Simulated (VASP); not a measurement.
# W2C (P-3m1) in VASP: electric field gradients with PBE

Aim: the electric field gradients of W2C with PBE.

Everything below comes from runs of VASP 6.6.1. Logs are shortened: lines on timing, memory, paths and dates and some standing lists are left out, and cuts for length are marked.

## (1) The cell of the first run

It takes space group P-3m1 (No. 164, trigonal). Conventional cell: a = 3.070 Å, b = 3.070 Å, c = 4.678 Å, α = 90.00°, β = 90.00°, γ = 120.00°. Within 3.1 Å of W (site symmetry 3m) lie 3 C at 2.13 Å and 12 W at 2.91 to 3.07 Å. C (site symmetry -3m) has 6 W at 2.13 Å within 2.8 Å.

## (2) Electric field gradients, PBE

Input file INCAR:

```
PREC = Accurate
ENCUT = 520
EDIFF = 1E-8
ISMEAR = -1
SIGMA = 0.05
LREAL = F
LASPH = T
NELM = 120
ALGO = Normal
ISIF = 2
LWAVE = F
LCHARG = F
GGA = PE
LEFG = T
ISYM = 0
NBANDS = 23
GGA_COMPAT = F
```

Input file KPOINTS:

```
Automatic mesh
0
Gamma
  14 14 8
```

Input file POSCAR:

```
W2C
1.0
    3.0700456420      0.0000000000      0.0000000000
   -1.5350228210      2.6587375167      0.0000000000
    0.0000000000      0.0000000000      4.6784280000
W C
2 1
Direct
    0.3333333333      0.6666666667      0.7463310000
    0.6666666667      0.3333333333      0.2536690000
    0.0000000000      0.0000000000      0.0000000000
```

Potentials or basis: VASP PAW PBE potentials, release 64 (W_sv, C).

Command:

```console
$ cat potpaw_PBE.64/W_sv/POTCAR potpaw_PBE.64/C/POTCAR > POTCAR
$ mpirun -np 1 vasp_std > vasp.out
```

OUTCAR:

```text
PREC = Accurate
   ENCUT = 520
   EDIFF = 1E-8
   ISMEAR = -1
   LREAL = F
   LASPH = T
   NELM = 120
   ISIF = 2
   GGA = PE
   ISYM = 0

 ion  position               nearest neighbor table
   1  0.333  0.667  0.746-   3 2.13   3 2.13   3 2.13   2 2.91   2 2.91   2 2.91   2 2.96   2 2.96
                             2 2.96
   2  0.667  0.333  0.254-   3 2.13   3 2.13   3 2.13   1 2.91   1 2.91   1 2.91   1 2.96   1 2.96
                             1 2.96
   3  0.000  0.000  0.000-   1 2.13   2 2.13   1 2.13   2 2.13   2 2.13   1 2.13

IMPORTANT INFORMATION: All symmetrisations will be switched off!
NOSYMM: (Re-)initialisation of all symmetry stuff for point group C_1.

----------------------------------------------------------------------------------------

                                     Primitive cell

  volume of cell :      38.1874

  direct lattice vectors                    reciprocal lattice vectors
     3.070045642  0.000000000  0.000000000     0.325728056  0.188059181  0.000000000
    -1.535022821  2.658737517  0.000000000     0.000000000  0.376118362  0.000000000
     0.000000000  0.000000000  4.678428000     0.000000000  0.000000000  0.213747011

  length of vectors
     3.070045642  3.070045642  4.678428000     0.376118362  0.376118362  0.213747011

  position of ions in fractional coordinates (direct lattice)
     0.333333333  0.666666667  0.746331000
     0.666666667  0.333333333  0.253669000
     0.000000000  0.000000000  0.000000000

  ion indices of the primitive-cell ions
   primitive index   ion index
                 1           1
                 2           2
                 3           3

----------------------------------------------------------------------------------------

 KPOINTS: Automatic mesh

Automatic generation of k-mesh.
 Grid dimensions read from file:
 generate k-points for:   14   14    8

 Generating k-lattice:

  Cartesian coordinates                     Fractional coordinates (reciprocal lattice)
     0.023266290  0.013432799  0.000000000     0.071428571  0.000000000  0.000000000
     0.000000000  0.026865597  0.000000000     0.000000000  0.071428571  0.000000000
     0.000000000  0.000000000  0.026718376     0.000000000  0.000000000  0.125000000

  Length of vectors
     0.026865597  0.026865597  0.026718376

  Shift w.r.t. Gamma in fractional coordinates (k-lattice)
     0.000000000  0.000000000  0.000000000

 Subroutine IBZKPT returns following result:
 ===========================================

 Found    788 irreducible k-points:

 Following reciprocal coordinates:
            Coordinates               Weight
  0.000000  0.000000  0.000000      1.000000
  0.071429  0.000000  0.000000      2.000000
  0.000000  0.071429  0.000000      2.000000
 -0.071429  0.071429  0.000000      2.000000
  0.142857  0.000000  0.000000      2.000000
  0.000000  0.142857  0.000000      2.000000
[... 16 lines left out ...]
  0.071429  0.071429  0.000000      2.000000
 -0.071429  0.142857  0.000000      2.000000
 [... further k-points ...]
   k-points           NKPTS =    788   k-points in BZ     NKDIM =    788   number of bands    NBANDS=     23
   number of dos      NEDOS =    301   number of ions     NIONS =      3
   total plane-waves  NPLWV =  20736
   dimension x,y,z NGX =    24 NGY =   24 NGZ =   36
   dimension x,y,z NGXF=    48 NGYF=   48 NGZF=   72
   ions per type =               2   1
   NGX,Y,Z   is equivalent  to a cutoff of  13.00, 13.00, 12.79 a.u.
   NGXF,Y,Z  is equivalent  to a cutoff of  25.99, 25.99, 25.58 a.u.
 SYSTEM =  unknown system
   PREC   = accura    normal or accurate (medium, high low for compatibility)
   ISTART =      0    job   : 0-new  1-cont  2-samecut
   ICHARG =      2    charge: 1-file 2-atom 10-const
   ISPIN  =      1    spin polarized calculation?
   LNONCOLLINEAR =      F non collinear calculations
   LSORBIT =      F    spin-orbit coupling
   LASPH  =      T    aspherical Exc in radial PAW
   ENCUT  =  520.0 eV  38.22 Ry    6.18 a.u.   5.71  5.71  8.70*2*pi/ulx,y,z
   NELM   =    120;   NELMIN=  2; NELMDL= -5     # of ELM steps
   EDIFF  = 0.1E-07   stopping-criterion for ELM
   LREAL  =      F    real-space projection
   EDIFFG = 0.1E-06   stopping-criterion for IOM
   NSW    =      0    number of steps for IOM
   IBRION =     -1    ionic relax: 0-MD 1-quasi-New 2-CG
   NFREE  =      0    steps in history (QN), initial steepest desc. (CG)
   ISIF   =      2    stress and relaxation
   ISYM   =      0    0-nonsym 1-usesym 2-fastsym
   POTIM  = 0.5000    time-step for ionic-motion
   TEBEG  =    0.0;   TEEND  =   0.0 temperature during run
   PSTRESS=    0.0 pullay stress
   NELECT =      32.0000    total number of electrons
   NUPDOWN=      -1.0000    fix difference up-down
   EMIN   =  10.00;   EMAX   =-10.00  energy-range for DOS
   EFERMI =   0.00;   METHOD = LEGACY
   ISMEAR =    -1;   SIGMA  =   0.05  broadening in eV -4-tet -1-fermi 0-gaus
   EFERMI_NEDOS =   21; number of points for ismear=-14 and -15
   IALGO  =     38    algorithm
   IMIX   =      4    mixing-type and parameters
     AMIX     =   0.40;   BMIX     =  1.00
     AMIX_MAG =   1.60;   BMIX_MAG =  1.00
  volume/ion in A,a.u.               =      12.73        85.90
  Fermi-wavevector in a.u.,A,eV,Ry     =   1.543422  2.916645 32.411147  2.382152
  Thomas-Fermi vector in A             =   2.649087
   LORBIT       =      0    0 simple, 1 ext, 2 COOP (PROOUT), +10 PAW based schemes
   GGA     = PE    functional components
   LHFCALC =     F    Hartree Fock is set to
   AEXX    =    0.0000 exact exchange contribution
   IVDW    =     0    specifies the selected vdW correction
   LEPSILON=     F    determine dielectric tensor
   LRPA    =     F    only Hartree local field effects (RPA)
 non-spin polarized calculation
  energy-cutoff  :      520.00
  volume of cell :       38.19
 maximum number of plane-waves:      1046
   NGX = 11   NGY = 11   NGZ = 17

 number of electron      32.0000002 magnetization

 Free energy of the ion-electron system (eV)
  ---------------------------------------------------
  ext. energy  EPLUGINS =         0.00000000
  ---------------------------------------------------
  free energy    TOTEN  =       -34.98639517 eV

  energy without entropy =      -34.97416171  energy(sigma->0) =      -34.98027844

 E-fermi :  11.5064     XC(G=0): -13.4560

 val. band max:       11.4920457412   @ k =   0.1429   0.0714   0.1250
 cond. band min:      11.5139241081   @ k =   0.2143   0.0000   0.1250
 fundamental gap:      0.0218783669
 Fermi energy:        11.5064284204

 k-point     1 :       0.0000    0.0000    0.0000
  band No.  band energies     occupation
      1     -63.3031      2.00000
      2     -63.2277      2.00000
      3     -27.9624      2.00000
      4     -27.3696      2.00000
      5     -27.3696      2.00000
      6     -27.2350      2.00000
[... 15 lines left out ...]
     22      18.2892      0.00000
     23      18.9276      0.00000

 k-point     2 :       0.0714    0.0000    0.0000
  band No.  band energies     occupation
      1     -63.3009      2.00000
      2     -63.2271      2.00000
      3     -27.9495      2.00000
      4     -27.3939      2.00000
      5     -27.3791      2.00000
      6     -27.2591      2.00000
[... 15 lines left out ...]
     22      18.2361      0.00000
     23      18.8472      0.00000

 k-point     3 :       0.0000    0.0714    0.0000
  band No.  band energies     occupation
      1     -63.3009      2.00000
      2     -63.2271      2.00000
      3     -27.9495      2.00000
      4     -27.3939      2.00000
      5     -27.3791      2.00000
      6     -27.2591      2.00000
[... 15 lines left out ...]
     22      18.2361      0.00000
     23      18.8472      0.00000
[... 495 lines left out ...]
 k-point    23 :       0.0714    0.0714    0.0000
  band No.  band energies     occupation
      1     -63.2967      2.00000
      2     -63.2262      2.00000
      3     -27.9243      2.00000
      4     -27.4351      2.00000
      5     -27.4042      2.00000
      6     -27.2983      2.00000
[... 15 lines left out ...]
     22      18.0116      0.00000
     23      18.6536      0.00000

 k-point    24 :      -0.0714    0.1429    0.0000
  band No.  band energies     occupation
      1     -63.2967      2.00000
      2     -63.2262      2.00000
      3     -27.9243      2.00000
      4     -27.4351      2.00000
      5     -27.4042      2.00000
      6     -27.2983      2.00000
[... 15 lines left out ...]
     22      18.0116      0.00000
     23      18.6536      0.00000

 [... further k-points ...]

------------------------ aborting loop because EDIFF is reached ----------------------------------------

  FORCE on cell =-STRESS in cart. coord.  units (eV):
  Direction    XX          YY          ZZ          XY          YZ          ZX
  --------------------------------------------------------------------------------------
  -------------------------------------------------------------------------------------
  Total       -0.3267448     -0.3267461     -0.1565641     -0.0000012      0.0000001     -0.0000002
  in kB      -13.7087863    -13.7088424     -6.5687472     -0.0000511      0.0000046     -0.0000078
  external PRESSURE =     -11.3287920 kB  Pullay stress =       0.0000000 kB

 VOLUME and BASIS-vectors are now :
 -----------------------------------------------------------------------------
  energy-cutoff  :      520.00
  volume of cell :       38.19
      direct lattice vectors                 reciprocal lattice vectors
     3.070045642  0.000000000  0.000000000     0.325728056  0.188059181  0.000000000
    -1.535022821  2.658737517  0.000000000     0.000000000  0.376118362  0.000000000
     0.000000000  0.000000000  4.678428000     0.000000000  0.000000000  0.213747011

 POSITION                                       TOTAL-FORCE (eV/Angst)
 -----------------------------------------------------------------------------------
     -0.00000      1.77249      3.49166        -0.000000      0.000000     -0.035048
      1.53502      0.88625      1.18677         0.000000     -0.000000      0.035049
      0.00000      0.00000      0.00000        -0.000000      0.000000     -0.000001
 -----------------------------------------------------------------------------------
    total drift:                                0.000000     -0.000000      0.000001

  FREE ENERGIE OF THE ION-ELECTRON SYSTEM (eV)
  ---------------------------------------------------
  free  energy   TOTEN  =       -34.9863951722 eV

  energy  without entropy=      -34.9741617087  energy(sigma->0) =      -34.98027844

 Electric field gradients (V/A^2)
---------------------------------------------------------------------
 ion       V_xx      V_yy      V_zz      V_xy      V_xz      V_yz
---------------------------------------------------------------------
   1      44.225    44.225   -88.450    -0.000    -0.000     0.000
   2      44.225    44.225   -88.450    -0.000    -0.000    -0.000
   3      -0.325    -0.325     0.651    -0.000     0.000    -0.000
---------------------------------------------------------------------

 Electric field gradients after diagonalization (V/A^2)
 (convention: |V_zz| > |V_xx| > |V_yy|)
----------------------------------------------------------------------
 ion       V_xx      V_yy      V_zz     asymmetry (V_yy - V_xx)/ V_zz
----------------------------------------------------------------------
   1      44.226    44.224   -88.450       0.000
   2      44.226    44.224   -88.450       0.000
   3      -0.325    -0.325     0.651       0.000
----------------------------------------------------------------------

           NMR quadrupolar parameters

 Cq : quadrupolar parameter    Cq=e*Q*V_zz/h
 eta: asymmetry parameters     (V_yy - V_xx)/ V_zz
 Q  : nuclear electric quadrupole moment in mb (millibarn)
----------------------------------------------------------------------
 ion       Cq(MHz)       eta       Q (mb)
----------------------------------------------------------------------
   1      -0.214       0.000       1.000
   2      -0.214       0.000       1.000
   3       0.002       0.000       1.000
----------------------------------------------------------------------
```

Wall time 17 min (1 thread of Oxide Virtual Turin-like, shared host); peak memory 0.6 GiB.

What came out:

```yaml
Free_energy: -34.9864 eV
Pressure: -1.1 GPa
Largest_force: 0.035 eV/Å
Band_gap_on_the_k_mesh: zero (bands 16 and 17 overlap by 2.58 eV)
Largest_electric_field_gradient_by_atom: W -88.5; C +0.7 V/Å²
```

Forces on the atoms (eV/Å):
```
W    0.000  0.000 -0.035
W    0.000  0.000  0.035
C    0.000  0.000  0.000
```

Stress tensor (GPa, compression positive):
```
-1.37  0.00  0.00
 0.00 -1.37  0.00
 0.00  0.00 -0.66
```

Electric field gradients, principal values (V/Å²):
| atom | least | middle | greatest (by size) |
| --- | --- | --- | --- |
| 1 W | 44.224 | 44.226 | -88.450 |
| 2 W | 44.224 | 44.226 | -88.450 |
| 3 C | -0.325 | -0.325 | 0.651 |

Caveat: without QUAD_EFG the Cq values of the log hold for a quadrupole moment of 1 mb, not for the nuclei; spin-orbit coupling is left out, which moves the levels of the heavy elements.

The gap in the log of VASP goes by the Fermi energy; the results here count the filled bands.